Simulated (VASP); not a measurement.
Input of a VASP 6.6.1 run:

The input INCAR:

```
SYSTEM = CdS
PREC = Accurate
ENCUT = 540
EDIFF = 1E-6
ISMEAR = 0
SIGMA = 0.02
LREAL = .FALSE.
LASPH = .TRUE.
NELM = 120
ALGO = Normal
ISIF = 2
LWAVE = .FALSE.
LCHARG = .FALSE.
GGA = CA
NBANDS = 20
GGA_COMPAT = .FALSE.
```

KPOINTS

```
Automatic mesh
0
G
  6 6 4
  0 0 0
```

File POSCAR:

```
CdS
1.0
    4.2185583000      0.0000000000      0.0000000000
   -2.1092791500      3.6533781900      0.0000000000
    0.0000000000      0.0000000000      5.8041730000
Cd S
1 1
Direct
    0.0000000000      0.0000000000      0.4426920000
    0.6666666667      0.3333333333      0.4343080000
```

Potentials or basis: VASP PAW LDA potentials, release 64 (Cd_sv_GW, S).

Run with:

```sh
$ cat potpaw_LDA.64/Cd_sv_GW/POTCAR potpaw_LDA.64/S/POTCAR > POTCAR
$ mpirun -np 1 vasp_std > vasp.out
```

What does it give for the band gap on the k mesh?

1.34 eV, indirect (the least direct gap lies 4.2 meV higher).

What does it give for the pressure?

-2.2 GPa.

Stress tensor (GPa, compression positive):
```
-3.03  0.00  0.00
 0.00 -3.03  0.00
 0.00  0.00 -0.68
```

A k mesh can miss the band edges. As with any semilocal functional, this LDA gap is likely too small.
